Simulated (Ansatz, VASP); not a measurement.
## One calculation of InAs, two programs

File POSCAR:

```
InAs
1.0
    0.0000000000      3.0545904655      3.0545904655
    3.0545904655      0.0000000000      3.0545904655
    3.0545904655      3.0545904655      0.0000000000
In As
1 1
Direct
    0.0000000000      0.0000000000      0.0000000000
    0.2500000000      0.2500000000      0.2500000000
```

File INCAR.step1:

```
SYSTEM = InAs
ALGO     = Normal         ! electronic algorithm
EDIFF    = 1E-5           ! SCF threshold, eV
ENCUT    = 520            ! plane-wave cutoff, eV
GGA      = PE             ! functional
ISIF     = 2              ! what is computed and relaxed
ISMEAR   = -1             ! smearing method
LASPH    = .True.         ! aspherical terms in the spheres
LCHARG   = .False.        ! write CHGCAR
LREAL    = .False.        ! projectors in reciprocal space
LWAVE    = .True.         ! write WAVECAR
NBANDS   = 16             ! bands
NELM     = 60             ! most SCF steps
PREC     = Accurate       ! precision mode
SIGMA    = 0.02           ! smearing width, eV
```

The input INCAR.step2:

```
SYSTEM = InAs
AEXX     = 1.0            ! exact-exchange fraction
AGGAC    = 1.0          
ALDAC    = 1.0          
ALGO     = Normal         ! electronic algorithm
EDIFF    = 1E-6           ! SCF threshold, eV
ENCUT    = 520            ! plane-wave cutoff, eV
GGA      = PE             ! functional
HFSCREEN = 0.5            ! screening, 1/A
ISIF     = 2              ! what is computed and relaxed
ISMEAR   = -1             ! smearing method
ISTART   = 1            
LASPH    = .True.         ! aspherical terms in the spheres
LCHARG   = .False.        ! write CHGCAR
LHFCALC  = .True.         ! exact exchange
LREAL    = .False.        ! projectors in reciprocal space
LWAVE    = .False.        ! write WAVECAR
NBANDS   = 16             ! bands
NELM     = 60             ! most SCF steps
PREC     = Accurate       ! precision mode
PRECFOCK = Normal       
SIGMA    = 0.02           ! smearing width, eV
```

Contents of KPOINTS:

```
k-points
0
Gamma
  4 4 4
  0 0 0
```

Input for Ansatz:

```yaml
crystal:
  lattice:
    - [0.0, 3.0545904655, 3.0545904655]
    - [3.0545904655, 0.0, 3.0545904655]
    - [3.0545904655, 3.0545904655, 0.0]
  atoms:
    - { symbol: In, position: [0.0, 0.0, 0.0] }
    - { symbol: As, position: [0.25, 0.25, 0.25] }
kpoints:
  mp_grid: { grid: [4, 4, 4] }
hamiltonian:
  xc: { exchange: pbe, correlation: pbe, exx: { coeff: 1.0, omega: 0.5 } }
scf:
  occupations: { method: fermi_dirac, width: 0.02 }
  n_extra_bands: 4
output:
  forces: true
  stress: true
  eigenvalues: true
```

Alike in both runs: task single point; functional PBE-based screened hybrid with a share of 1.0 of exact exchange and HFSCREEN = 0.5; k mesh 4 × 4 × 4; occupations fermi-dirac, width 0.02 eV; no spin polarisation.

|  | VASP | Ansatz |
| --- | --- | --- |
| version | VASP 6.6.1 | Ansatz 0.2.0 |
| potentials or method | VASP PAW PBE potentials, release 64 (In_d, As) | plane waves |
| plane-wave cutoff (eV) | 520 | 420 |
| valence electrons in the cell | 18 | 28 |

VASP gave:

| Item | Value |
| --- | --- |
| gap on the k mesh at the Fermi level (eV) | 1.40 |
| pressure (GPa) | -2.7 |

What did Ansatz give for the same quantities?

gap on the k mesh at the Fermi level (eV): 1.42; pressure (GPa): -1.9.

VASP's potentials were made for PBE, not for PBE-based screened hybrid. VASP's potentials hold 18 valence electrons a cell and Ansatz's 28, so a difference there can come from the potentials and not from the codes. Ansatz's warnings: stress exchange threshold loose, stress scf threshold loose.

The k mesh is coarse, so the values compare programs but aren't converged.
